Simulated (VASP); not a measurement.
# SnSe (Pnma) in VASP: further runs

The runs below take SnSe through single point, relaxation of cell and atoms, with PBE exchange alone, RPBE, revPBE+D3(BJ).

Program: VASP 6.6.1. These are calculated values, not measurements. Logs are shortened: lines on timing, memory, paths and dates and some standing lists are left out, and cuts for length are marked.

### Step 1. The cell of the first run

Symmetry: Pnma, No. 62, orthorhombic system. Conventional cell: a = 11.420 Å, b = 4.190 Å, c = 4.460 Å, α = 90.00°, β = 90.00°, γ = 90.00°. Within 3.6 Å of Sn (site symmetry m) lie 6 Se at 2.69 to 3.51 Å and 2 Sn at 3.60 Å. Within 3.6 Å of Se (site symmetry m) lie 6 Sn at 2.69 to 3.51 Å.

### Step 2. Single point, PBE exchange alone

Contents of INCAR:

```
SYSTEM = SnSe
AGGAC    = 0.0          
ALDAC    = 0.0          
ALGO     = Normal         ! electronic algorithm
EDIFF    = 1E-7           ! SCF threshold, eV
ENCUT    = 520            ! plane-wave cutoff, eV
GGA      = PE             ! functional
ISIF     = 2              ! what is computed and relaxed
ISMEAR   = -1             ! smearing method
LASPH    = .TRUE.         ! aspherical terms in the spheres
LCHARG   = .FALSE.        ! write CHGCAR
LREAL    = .FALSE.        ! projectors in reciprocal space
LWAVE    = .FALSE.        ! write WAVECAR
NBANDS   = 50             ! bands
NELM     = 60             ! most SCF steps
PREC     = Accurate       ! precision mode
SIGMA    = 0.05           ! smearing width, eV
```

Contents of KPOINTS:

```
k-points
0
G
  3 6 6
  0 0 0
```

Contents of POSCAR:

```
SnSe
1.0
   11.4200000000      0.0000000000      0.0000000000
    0.0000000000      4.1900000000      0.0000000000
    0.0000000000      0.0000000000      4.4600000000
Sn Se
4 4
Direct
    0.8770000000      0.7500000000      0.9090000000
    0.6230000000      0.2500000000      0.4090000000
    0.3770000000      0.7500000000      0.5910000000
    0.1230000000      0.2500000000      0.0910000000
    0.6430000000      0.7500000000      0.9840000000
    0.8570000000      0.2500000000      0.4840000000
    0.1430000000      0.7500000000      0.5160000000
    0.3570000000      0.2500000000      0.0160000000
```

Potentials or basis: VASP PAW PBE potentials, release 64 (Sn_d, Se).

The run is started by

```sh
> cat potpaw_PBE.64/Sn_d/POTCAR potpaw_PBE.64/Se/POTCAR > POTCAR
> mpirun -np 1 vasp_std > vasp.out
```

OUTCAR:

```text
SYSTEM = SnSe
   EDIFF = 1E-7
   ENCUT = 520
   GGA = PE
   ISIF = 2
   ISMEAR = -1
   LASPH = .TRUE.
   LREAL = .FALSE.
   NELM = 60
   PREC = Accurate

 ion  position               nearest neighbor table
   1  0.877  0.750  0.909-   5 2.69   6 2.83   6 2.83   4 3.60   4 3.60
   2  0.623  0.250  0.409-   6 2.69   5 2.83   5 2.83   3 3.60   3 3.60
   3  0.377  0.750  0.591-   7 2.69   8 2.83   8 2.83   2 3.60   2 3.60
   4  0.123  0.250  0.091-   8 2.69   7 2.83   7 2.83   1 3.60   1 3.60
   5  0.643  0.750  0.984-   1 2.69   2 2.83   2 2.83
   6  0.857  0.250  0.484-   2 2.69   1 2.83   1 2.83
   7  0.143  0.750  0.516-   3 2.69   4 2.83   4 2.83
   8  0.357  0.250  0.016-   4 2.69   3 2.83   3 2.83

  LATTYP: Found a simple orthorhombic cell.
 ALAT       =     4.1900000000
 B/A-ratio  =     1.0644391408
 C/A-ratio  =     2.7255369928

  Lattice vectors:

 A1 = (   0.0000000000,   4.1900000000,   0.0000000000)
 A2 = (   0.0000000000,   0.0000000000,   4.4600000000)
 A3 = (  11.4200000000,   0.0000000000,   0.0000000000)

Analysis of symmetry for initial positions (statically):
=====================================================================
 Subroutine PRICEL returns:
 Original cell was already a primitive cell.

 Routine SETGRP: Setting up the symmetry group for a
 simple orthorhombic supercell.

 Subroutine GETGRP returns: Found  8 space group operations
 (whereof  2 operations were pure point group operations)
 out of a pool of  8 trial point group operations.

The static configuration has the point symmetry S_2 .
 The point group associated with its full space group is D_2h.

Analysis of symmetry for dynamics (positions and initial velocities):
=====================================================================
 Subroutine PRICEL returns:
 Original cell was already a primitive cell.

 Routine SETGRP: Setting up the symmetry group for a
 simple orthorhombic supercell.

 Subroutine GETGRP returns: Found  8 space group operations
 (whereof  2 operations were pure point group operations)
 out of a pool of  8 trial point group operations.

The dynamic configuration has the point symmetry S_2 .
 The point group associated with its full space group is D_2h.

 Subroutine INISYM returns: Found  8 space group operations
 (whereof  2 operations are pure point group operations),
 and found     1 'primitive' translations

[... 109 lines left out ...]
   NSW    =      0    number of steps for IOM
   IBRION =     -1    ionic relax: 0-MD 1-quasi-New 2-CG
   NFREE  =      0    steps in history (QN), initial steepest desc. (CG)
   ISIF   =      2    stress and relaxation
   ISYM   =      2    0-nonsym 1-usesym 2-fastsym
   POTIM  = 0.5000    time-step for ionic-motion
   TEBEG  =    0.0;   TEEND  =   0.0 temperature during run
   PSTRESS=    0.0 pullay stress
   NELECT =      80.0000    total number of electrons
   NUPDOWN=      -1.0000    fix difference up-down
   EMIN   =  10.00;   EMAX   =-10.00  energy-range for DOS
   EFERMI =   0.00;   METHOD = LEGACY
   ISMEAR =    -1;   SIGMA  =   0.05  broadening in eV -4-tet -1-fermi 0-gaus
   EFERMI_NEDOS =   21; number of points for ismear=-14 and -15
   IALGO  =     38    algorithm
   IMIX   =      4    mixing-type and parameters
     AMIX     =   0.40;   BMIX     =  1.00
     AMIX_MAG =   1.60;   BMIX_MAG =  1.00
  volume/ion in A,a.u.               =      26.68       180.02
  Fermi-wavevector in a.u.,A,eV,Ry     =   1.180411  2.230653 18.957944  1.393370
  Thomas-Fermi vector in A             =   2.316704
   LORBIT       =      0    0 simple, 1 ext, 2 COOP (PROOUT), +10 PAW based schemes
   GGA     = PE    functional components
   LHFCALC =     F    Hartree Fock is set to
   AEXX    =    0.0000 exact exchange contribution
   IVDW    =     0    specifies the selected vdW correction
   LEPSILON=     F    determine dielectric tensor
   LRPA    =     F    only Hartree local field effects (RPA)
 non-spin polarized calculation
  energy-cutoff  :      520.00
  volume of cell :      213.41
 maximum number of plane-waves:      5769
 NGX is ok and might be reduce to    90
   NGX = 43   NGY = 15   NGZ = 17

 number of electron      80.0000000 magnetization

 Free energy of the ion-electron system (eV)
  ---------------------------------------------------
  ext. energy  EPLUGINS =         0.00000000
  ---------------------------------------------------
  free energy    TOTEN  =       -22.26574086 eV

  energy without entropy =      -22.26570269  energy(sigma->0) =      -22.26572178

 E-fermi :   7.2649     XC(G=0):  -8.0511

 val. band max:        6.9291097812   @ k =   0.0000   0.0000   0.3333
 cond. band min:       7.5980042728   @ k =   0.0000   0.3333   0.0000
 fundamental gap:      0.6688944917
 Fermi energy:         7.2649262281

 k-point     1 :       0.0000    0.0000    0.0000
  band No.  band energies     occupation
      1     -14.2125      2.00000
      2     -14.2018      2.00000
      3     -14.1989      2.00000
      4     -14.1987      2.00000
      5     -14.1956      2.00000
      6     -14.1936      2.00000
[... 1261 lines left out ...]
     49      12.3256      0.00000
     50      12.3291      0.00000

 [... further k-points ...]

------------------------ aborting loop because EDIFF is reached ----------------------------------------

  FORCE on cell =-STRESS in cart. coord.  units (eV):
  Direction    XX          YY          ZZ          XY          YZ          ZX
  --------------------------------------------------------------------------------------
  -------------------------------------------------------------------------------------
  Total       19.3342453     15.2373487     14.7842134      0.0000000      0.0000000      0.0000000
  in kB      145.1519319    114.3944628    110.9925478      0.0000000      0.0000000      0.0000000
  external PRESSURE =     123.5129809 kB  Pullay stress =       0.0000000 kB

 VOLUME and BASIS-vectors are now :
 -----------------------------------------------------------------------------
  energy-cutoff  :      520.00
  volume of cell :      213.41
      direct lattice vectors                 reciprocal lattice vectors
    11.420000000  0.000000000  0.000000000     0.087565674  0.000000000  0.000000000
     0.000000000  4.190000000  0.000000000     0.000000000  0.238663484  0.000000000
     0.000000000  0.000000000  4.460000000     0.000000000  0.000000000  0.224215247

 POSITION                                       TOTAL-FORCE (eV/Angst)
 -----------------------------------------------------------------------------------
     10.01534      3.14250      4.05414         0.590816     -0.000000      0.112817
      7.11466      1.04750      1.82414        -0.590816      0.000000      0.112817
      4.30534      3.14250      2.63586         0.590816     -0.000000     -0.112817
      1.40466      1.04750      0.40586        -0.590816      0.000000     -0.112817
      7.34306      3.14250      4.38864        -0.477923     -0.000000     -0.097999
      9.78694      1.04750      2.15864         0.477923      0.000000     -0.097999
      1.63306      3.14250      2.30136        -0.477923     -0.000000      0.097999
      4.07694      1.04750      0.07136         0.477923     -0.000000      0.097999
 -----------------------------------------------------------------------------------
    total drift:                                0.000000     -0.000000      0.000000

  FREE ENERGIE OF THE ION-ELECTRON SYSTEM (eV)
  ---------------------------------------------------
  free  energy   TOTEN  =       -22.2657408629 eV

  energy  without entropy=      -22.2657026887  energy(sigma->0) =      -22.26572178
```

stdout:

```text
POSCAR found type information on POSCAR SnSe
 POSCAR found :  2 types and       8 ions
 scaLAPACK will be used
 LDA part: xc-table for (Slater+PW92), standard interpolation
 POSCAR, INCAR and KPOINTS ok, starting setup
 FFT: planning ... GRIDC
 FFT: planning ... GRID_SOFT
 FFT: planning ... GRID
 WAVECAR not read
 entering main loop
```

Wall time 4.7 min (1 thread of Intel Xeon 6975P-C (Granite Rapids), shared host); peak memory 0.47 GiB.

Results:

- Free energy: -22.2657 eV
- Pressure: 12.4 GPa
- Largest force: 0.601 eV/Å
- Band gap on the k mesh: 0.67 eV (least direct gap 0.84 eV)

Forces on the atoms (eV/Å):
```
Sn   0.591  0.000  0.113
Sn  -0.591  0.000  0.113
Sn   0.591  0.000 -0.113
Sn  -0.591  0.000 -0.113
Se  -0.478  0.000 -0.098
Se   0.478  0.000 -0.098
Se  -0.478  0.000  0.098
Se   0.478  0.000  0.098
```

Stress tensor (GPa, compression positive):
```
14.52  0.00  0.00
 0.00 11.44  0.00
 0.00  0.00 11.10
```

Caveat: the cell stands under pressure; semilocal functionals underestimate gaps, and a narrow one can read as zero; spin-orbit coupling is left out, which moves the levels of the heavy elements. A k mesh can miss the band edges.

### Step 3. Single point, RPBE

This run uses another cell than the first one, of 27.21 Å³/atom.

Contents of INCAR:

```
SYSTEM = SnSe
PREC     = Accurate       ! precision mode
ENCUT    = 520            ! plane-wave cutoff, eV
EDIFF    = 1E-6           ! SCF threshold, eV
ISMEAR   = -1             ! smearing method
SIGMA    = 0.05           ! smearing width, eV
LREAL    = .FALSE.        ! projectors in reciprocal space
LASPH    = .TRUE.         ! aspherical terms in the spheres
NELM     = 80             ! most SCF steps
ALGO     = Normal         ! electronic algorithm
ISIF     = 2              ! what is computed and relaxed
LWAVE    = .FALSE.        ! write WAVECAR
LCHARG   = .TRUE.         ! write CHGCAR
GGA      = RP             ! functional
LELF     = .TRUE.         ! ELF
LVHAR    = .TRUE.       
NBANDS   = 50             ! bands
```

Contents of KPOINTS:

```
Automatic mesh
0
G
  3 6 6
  0 0 0
```

Edit POSCAR of step 2 so:

```diff
@@ -2,5 +2,5 @@
 1.0
-   11.4200000000      0.0000000000      0.0000000000
-    0.0000000000      4.1900000000      0.0000000000
-    0.0000000000      0.0000000000      4.4600000000
+   11.4956313432      0.0000000000      0.0000000000
+    0.0000000000      4.2177491531      0.0000000000
+    0.0000000000      0.0000000000      4.4895372846
 Sn Se
```

Potentials or basis: VASP PAW PBE potentials, release 64 (Sn_d, Se).

The run is started by

```sh
> cat potpaw_PBE.64/Sn_d/POTCAR potpaw_PBE.64/Se/POTCAR > POTCAR
> mpirun -np 1 vasp_std > vasp.out
```

Wall time 3.6 min (1 thread of Intel Xeon 6975P-C (Granite Rapids), shared host); peak memory 0.47 GiB.

The run converged. Its results:

| Item | Value |
| --- | --- |
| Free energy | -30.0085 eV |
| Pressure | 3.0 GPa |
| Largest force | 0.252 eV/Å |
| Band gap on the k mesh | 0.59 eV (least direct gap 0.75 eV) |

Forces on the atoms (eV/Å):
```
Sn   0.249  0.000 -0.039
Sn  -0.249  0.000 -0.039
Sn   0.249  0.000  0.039
Sn  -0.249  0.000  0.039
Se  -0.206  0.000  0.048
Se   0.206  0.000  0.048
Se  -0.206  0.000 -0.048
Se   0.206  0.000 -0.048
```

Stress tensor (GPa, compression positive):
```
4.69 0.00 0.00
0.00 2.20 0.00
0.00 0.00 2.05
```

Levels at points of the mesh, in eV from the valence-band top:
| k point | band 38 | band 39 | band 40 | band 41 | band 42 | band 43 |
| --- | --- | --- | --- | --- | --- | --- |
| (0.00, 0.00, 0.00) | -1.16 | -0.75 | -0.54 | 0.86 | 2.98 | 3.12 |
| (0.00, 0.50, 0.00) | -0.98 | -0.73 | -0.73 | 0.98 | 0.98 | 1.39 |
| (0.00, 0.00, 0.50) | -0.73 | -0.29 | -0.29 | 1.30 | 1.30 | 1.64 |
| (0.00, 0.50, 0.50) | -2.18 | -1.47 | -1.47 | 2.88 | 2.88 | 3.11 |

Caveat: semilocal functionals underestimate gaps, and a narrow one can read as zero; the PAW data sets were made with another functional, which shifts forces and pressure a little; spin-orbit coupling is left out, which moves the levels of the heavy elements. A k mesh can miss the band edges.

### Step 4. Relaxation of cell and atoms, revPBE+D3(BJ)

Contents of INCAR:

```
SYSTEM = SnSe
PREC = Accurate
ENCUT = 600
EDIFF = 1E-7
ISMEAR = -1
SIGMA = 0.05
LREAL = .FALSE.
LASPH = .TRUE.
NELM = 100
ALGO = Normal
ISIF = 3
LWAVE = .FALSE.
LCHARG = .FALSE.
GGA = RE
IVDW = 12
IBRION = 2
NSW = 60
EDIFFG = -0.01
```

KPOINTS is that of step 3.

Edit POSCAR of step 3 so:

```diff
@@ -2,5 +2,5 @@
 1.0
-   11.4956313432      0.0000000000      0.0000000000
-    0.0000000000      4.2177491531      0.0000000000
-    0.0000000000      0.0000000000      4.4895372846
+   11.4200000000      0.0000000000      0.0000000000
+    0.0000000000      4.1900000000      0.0000000000
+    0.0000000000      0.0000000000      4.4600000000
 Sn Se
```

The run is started by

```sh
> cat potpaw_PBE.64/Sn_d/POTCAR potpaw_PBE.64/Se/POTCAR > POTCAR
> mpirun -np 1 vasp_std > vasp.out
```

It took 60 min on 1 thread of AMD EPYC 9R45 (Zen 5), shared host; peak memory 0.55 GiB.

The run converged. Its results:

- Free energy: -35.9022 eV
- Relaxed volume: 25.63 Å³/atom
- Relaxed cell: a = 11.418 Å, b = 4.154 Å, c = 4.323 Å, α = 90.00°, β = 90.00°, γ = 90.00°
- Space group after relaxing (to 0.1 Å): Pnma (No. 62)
- Energy gained by relaxing: 11.7 meV/atom
- Ionic steps: 20
- Pressure after relaxing: 0.0 GPa
- Largest force after relaxing: 0.009 eV/Å
- Band gap on the k mesh: 0.43 eV (least direct gap 0.54 eV)
- Dispersion energy per atom: -0.718 eV

Forces in eV/Å, atoms in the order of the input:
```
Sn   0.008  0.000  0.004
Sn  -0.008  0.000  0.004
Sn   0.008  0.000 -0.004
Sn  -0.008  0.000 -0.004
Se  -0.006  0.000  0.001
Se   0.006  0.000  0.001
Se  -0.006  0.000 -0.001
Se   0.006  0.000 -0.001
```

The path:
```csv
step,energy change (eV),largest force (eV/Å),pressure (GPa),volume (Å³)
1,0.0000,0.3576,-0.50,213.41
2,-0.0555,0.1816,-0.37,210.83
3,-0.0559,0.1729,-0.34,210.59
4,-0.0700,0.1653,-0.05,208.44
5,-0.0823,0.1380,0.75,203.33
6,-0.0892,0.0512,0.39,203.70
7,-0.0903,0.0448,0.17,203.93
8,-0.0903,0.0433,0.18,203.92
9,-0.0912,0.0448,0.08,204.40
10,-0.0918,0.0494,-0.11,205.39
11,-0.0919,0.0485,-0.08,205.23
12,-0.0924,0.0317,-0.03,205.20
13,-0.0926,0.0277,0.02,205.17
14,-0.0926,0.0309,0.03,205.16
15,-0.0928,0.0245,-0.01,205.31
16,-0.0930,0.0138,-0.10,205.58
17,-0.0931,0.0138,-0.07,205.43
18,-0.0933,0.0139,0.01,205.04
19,-0.0933,0.0142,0.01,205.06
20,-0.0933,0.0088,0.00,205.06
```

Final structure:
```
CELL_PARAMETERS angstrom
11.41828 0.00000 0.00000
0.00000 4.15390 0.00000
0.00000 0.00000 4.32328
ATOMIC_POSITIONS crystal
Sn 0.88321 0.75000 0.91506
Sn 0.61679 0.25000 0.41506
Sn 0.38321 0.75000 0.58494
Sn 0.11679 0.25000 0.08494
Se 0.64276 0.75000 0.97854
Se 0.85724 0.25000 0.47854
Se 0.14276 0.75000 0.52146
Se 0.35724 0.25000 0.02146
```

Levels at points of the mesh, in eV from the valence-band top:
| k point | band 36 | band 37 | band 38 | band 39 | band 40 | band 41 | band 42 | band 43 | band 44 | band 45 |
| --- | --- | --- | --- | --- | --- | --- | --- | --- | --- | --- |
| (0.00, 0.00, 0.00) | -1.94 | -1.71 | -1.41 | -0.75 | -0.63 | 0.43 | 3.06 | 3.18 | 3.23 | 3.41 |
| (0.00, 0.50, 0.00) | -1.71 | -1.05 | -1.05 | -0.61 | -0.61 | 0.89 | 0.89 | 1.46 | 1.46 | 1.60 |
| (0.00, 0.00, 0.50) | -1.50 | -0.81 | -0.81 | -0.27 | -0.27 | 1.23 | 1.23 | 1.29 | 1.29 | 1.62 |
| (0.00, 0.50, 0.50) | -3.40 | -2.44 | -2.44 | -1.64 | -1.64 | 2.59 | 2.59 | 2.98 | 2.98 | 4.65 |

Caveat: semilocal functionals underestimate gaps, and a narrow one can read as zero; the PAW data sets were made with another functional, which shifts forces and pressure a little; spin-orbit coupling is left out, which moves the levels of the heavy elements.

### Step 5. Summary

```tsv
task	level	cell	cutoff (eV)	gap on the mesh (eV)	pressure (GPa)	largest force (eV/Å)
single point	PBE exchange alone	a = 11.420, b = 4.190, c = 4.460 Å, 8 atoms	520	0.67	12.4	0.60
single point	RPBE	a = 11.496, b = 4.218, c = 4.490 Å, 8 atoms	520	0.59	3.0	0.25
relaxation of cell and atoms	revPBE+D3(BJ)	relaxed from a = 11.420, b = 4.190, c = 4.460 Å, 8 atoms	600	0.43	0.0	0.01
```

Alike in all rows: potentials or basis VASP PAW PBE potentials, release 64 (Sn_d, Se); no spin polarisation; k mesh 3 × 6 × 6; smearing fermi-dirac 0.05 eV.

Caveats: semilocal functionals underestimate gaps, and a narrow one can read as zero; spin-orbit coupling is left out, which moves the levels of the heavy elements; the PAW data sets were made with another functional, which shifts forces and pressure a little (at least some runs); the cell stands under pressure (at least some runs).

Absolute energies hang on the potentials; compare differences alone.
